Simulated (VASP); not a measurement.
Set up this calculation in VASP 6.6.1, as the native input.

```
Task                   : single point
Functional             : PBE
Potentials or basis    : VASP PAW PBE potentials, release 64 (Bi_d, I, O, Se)
Cutoff                 : 520 eV
k mesh                 : 2 × 2 × 3
Occupations            : fermi-dirac, width 0.05 eV
Spin                   : no spin polarisation
Dipole correction      : no
Further INCAR settings : LREAL = Auto; ALGO = Normal; EDIFF = 1e-07; NBANDS = 81
```

The structure of Bi2SeIO4 lies in POSCAR:

```
Bi2SeIO4
1.0
    6.4333660000      0.2963420000     -2.0406490000
   -0.4585520000      7.0290890000     -0.0535020000
    0.3758550000     -0.2899670000      6.6835010000
Bi I O Se
4 2 8 2
Direct
    0.1786930042      0.6012312732      0.3338875502
    0.1858585526      0.2606574164      0.8626701429
    0.7375894057      0.5776453001      0.5017913908
    0.4743470435      0.9371571841      0.7551107726
    0.1458640223      0.7264544016      0.9406459331
    0.2124163067      0.1005139352      0.3261311430
    0.5302163248      0.7935959676      0.4244864158
    0.4260102013      0.2294880798      0.6074168856
    0.8548937695      1.1041866693      0.8133522103
    0.3928648752      0.1050403142      0.0909071730
    0.5611956446      0.4966581152      0.0956554856
    1.0273588679      0.8062040396      0.4541535005
    1.0485183641      0.4035926803      0.5155893546
    0.7079615631      0.8527764862      0.0182557470
    0.6565524571      0.4493101227      0.8923701972
    0.8035883331      0.0715616892      0.0391956883
```

These files were run (other wordings do the same):

INCAR

```
PREC     = Accurate       # precision mode
ENCUT    = 520            # plane-wave cutoff, eV
EDIFF    = 1E-7           # SCF threshold, eV
ISMEAR   = -1             # smearing method
SIGMA    = 0.05           # smearing width, eV
LREAL    = Auto         
LASPH    = True           # aspherical terms in the spheres
NELM     = 100            # most SCF steps
ALGO     = Normal         # electronic algorithm
ISIF     = 2              # what is computed and relaxed
LWAVE    = False          # write WAVECAR
LCHARG   = False          # write CHGCAR
GGA      = PE             # functional
NBANDS   = 81             # bands
```

KPOINTS

```
regular mesh
0
Gamma
  2 2 3
```

Potentials or basis: VASP PAW PBE potentials, release 64 (Bi_d, I, O, Se).

Command:

```sh
$ cat potpaw_PBE.64/Bi_d/POTCAR potpaw_PBE.64/I/POTCAR potpaw_PBE.64/O/POTCAR potpaw_PBE.64/Se/POTCAR > POTCAR
$ mpirun -np 1 vasp_std > vasp.out
```

It gave:

The pressure is 9.8 GPa and the largest force is 6.163 eV/Å. The band gap on the k mesh is 0.01 eV (least direct gap 0.12 eV).

Caveat: the k points lie up to 0.48 Å⁻¹ apart; spin-orbit coupling is left out, which moves the levels of the heavy elements.

It took 4.1 min on 1 thread of Intel(R) Xeon(R) Platinum 8488C (Sapphire Rapids) (shared host), peak memory 0.42 GiB.
